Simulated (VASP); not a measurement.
Input of a VASP 6.6.1 run:

File INCAR:

```
SYSTEM = TaN
PREC = Accurate
ENCUT = 520
EDIFF = 1E-6
ISMEAR = -1
SIGMA = 0.08
LREAL = .False.
LASPH = .True.
NELM = 100
ALGO = Normal
ISIF = 2
LWAVE = .False.
LCHARG = .True.
GGA = PE
LELF = .True.
LVHAR = .True.
NBANDS = 15
```

File KPOINTS:

```
Automatic mesh
0
Gamma
  17 17 15
  0 0 0
```

File POSCAR:

```
TaN
1.0
    2.6322888207      0.0000000000      0.0000000000
   -1.3161444104      2.2796289888      0.0000000000
    0.0000000000      0.0000000000      2.6402202708
Ta N
1 1
Direct
    0.0000000000      0.0000000000      0.0000000000
    0.3333333333      0.6666666667      0.5000000000
```

Potentials or basis: VASP PAW PBE potentials, release 64 (Ta_pv, N).

Run with:

```sh
$ cat potpaw_PBE.64/Ta_pv/POTCAR potpaw_PBE.64/N/POTCAR > POTCAR
$ mpirun -np 1 vasp_std > vasp.out
```

(1) What does it give for the pressure?

(2) What does it give for the band gap on the k mesh?

## Answers

(1) 217.0 GPa.

(2) zero (bands 8 and 9 overlap by 0.85 eV).

Caveat: the cell stands under pressure; spin-orbit coupling is left out, which moves the levels of the heavy elements.
